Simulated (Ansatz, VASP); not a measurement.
# Two plane-wave programs on SnO

Contents of INCAR:

```
SYSTEM = SnO
ALGO     = Fast           ! electronic algorithm
EDIFF    = 1E-7           ! SCF threshold, eV
ENCUT    = 520            ! plane-wave cutoff, eV
GGA      = PE             ! functional
ISIF     = 2              ! what is computed and relaxed
ISMEAR   = 0              ! smearing method
LASPH    = .True.         ! aspherical terms in the spheres
LCHARG   = .False.        ! write CHGCAR
LREAL    = .False.        ! projectors in reciprocal space
LWAVE    = .False.        ! write WAVECAR
NBANDS   = 28             ! bands
NELM     = 60             ! most SCF steps
PREC     = Accurate       ! precision mode
SIGMA    = 0.15           ! smearing width, eV
```

File KPOINTS:

```
k-points
0
Gamma
  12 12 10
  0 0 0
```

POSCAR

```
SnO
1.0
    4.0156724000      0.0000000000      0.0000000000
    0.0000000000      3.5883276000      0.0000000000
    0.0000000000      0.0000000000      4.8360000000
Sn O
2 2
Direct
    0.0000000000      0.5000000000      0.2385000000
    0.5000000000      0.0000000000      0.7615000000
    0.0000000000      0.0000000000      0.0000000000
    0.5000000000      0.5000000000      0.0000000000
```

Input for Ansatz:

```yaml
crystal:
  lattice:
    - [4.0156724, 0.0, 0.0]
    - [0.0, 3.5883276, 0.0]
    - [0.0, 0.0, 4.836]
  atoms:
    - { symbol: Sn, position: [0.0, 0.5, 0.2385] }
    - { symbol: Sn, position: [0.5, 0.0, 0.7615] }
    - { symbol: O, position: [0.0, 0.0, 0.0] }
    - { symbol: O, position: [0.5, 0.5, 0.0] }
basis:
  ecutwfc: 420
kpoints:
  mp_grid: { grid: [12, 12, 10] }
hamiltonian:
  xc: pbe
scf:
  occupations: { method: gaussian, width: 0.15 }
output:
  forces: true
  stress: true
  eigenvalues: true
```

Change from the starting cell: strain +0.0562 x Voigt [1, -1, 0, 0, 0, 0], atoms carried along.

Alike in both runs: task single point; functional PBE; k mesh 12 × 12 × 10; occupations gaussian, width 0.15 eV; no spin polarisation.

|  | VASP | Ansatz |
| --- | --- | --- |
| version | VASP 6.6.1 | Ansatz 0.2.0 |
| potentials or method | VASP PAW PBE potentials, release 64 (Sn_d, O), cutoff 520 eV | scalar-relativistic, plane waves, PAW |
| valence electrons in the cell | 40 | 40 |

|  | VASP | Ansatz | Ansatz less VASP |
| --- | --- | --- | --- |
| gap on the k mesh at the Fermi level (eV) | none | none | - |
| pressure (GPa) | 5.9 | 5.6 | -0.26 |
| traceless stress, the component that is largest in VASP (GPa) | 4.80 | 4.63 | -0.167 |
| rms of the force components (eV/Å) | 0.463 | 0.429 | -0.0337 |

Atom by atom the forces differ by 0.039 eV/Å (rms over components). A gap of «none» marks a metal or a gap that the smearing closes. With one functional, cell and mesh, what is left measures potentials, basis and numerics.
